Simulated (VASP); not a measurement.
Write the native input for VASP 6.6.1 that does the following.

```yaml
Task: single point
Functional: PBEsol
Potentials_or_basis: VASP PAW PBE potentials, release 64 (Ba_sv, Zr_sv, O)
Cutoff: 520 eV
k_mesh: 4 × 4 × 4
Occupations: gaussian, width 0.01 eV
Spin: no spin polarisation
Dipole_correction: no
Further_INCAR_settings: ALGO = Normal; EDIFF = 1e-06; NBANDS = 28
```

The structure of BaZrO3 lies in POSCAR:

```
BaZrO3
1.0
    4.1806150114      0.0000000000      0.0000000000
    0.0000000000      4.1806150114      0.0000000000
    0.0000000000      0.0000000000      4.1806150114
Ba Zr O
1 1 3
Direct
    0.0000000000      0.0000000000      0.0000000000
    0.5000000000      0.5000000000      0.5000000000
    0.0000000000      0.5000000000      0.5000000000
    0.5000000000      0.0000000000      0.5000000000
    0.5000000000      0.5000000000      0.0000000000
```

One way to write it, as run:

INCAR

```
SYSTEM = BaZrO3
ALGO = Normal ; EDIFF = 1E-6
ENCUT = 520 ; GGA = PS
ISIF = 2 ; ISMEAR = 0
LASPH = .TRUE. ; LCHARG = .FALSE.
LREAL = .FALSE. ; LWAVE = .FALSE.
NBANDS = 28 ; NELM = 100
PREC = Accurate ; SIGMA = 0.01
```

KPOINTS

```
k-points
0
G
  4 4 4
  0 0 0
```

Potentials or basis: VASP PAW PBE potentials, release 64 (Ba_sv, Zr_sv, O).

The run is started by

```sh
$ cat potpaw_PBE.64/Ba_sv/POTCAR potpaw_PBE.64/Zr_sv/POTCAR potpaw_PBE.64/O/POTCAR > POTCAR
$ mpirun -np 1 vasp_std > vasp.out
```

Results of the run:

```yaml
Pressure: 1.2 GPa
Band_gap_on_the_k_mesh: 3.12 eV, indirect (least direct gap 3.33 eV)
```

Caveat: the PAW data sets were made with another functional, which shifts forces and pressure a little; spin-orbit coupling is left out, which moves the levels of the heavy elements.

It took 9 s on 1 thread of Intel(R) Xeon(R) 6975P-C (Granite Rapids), with other jobs on the host, peak memory 0.18 GiB.
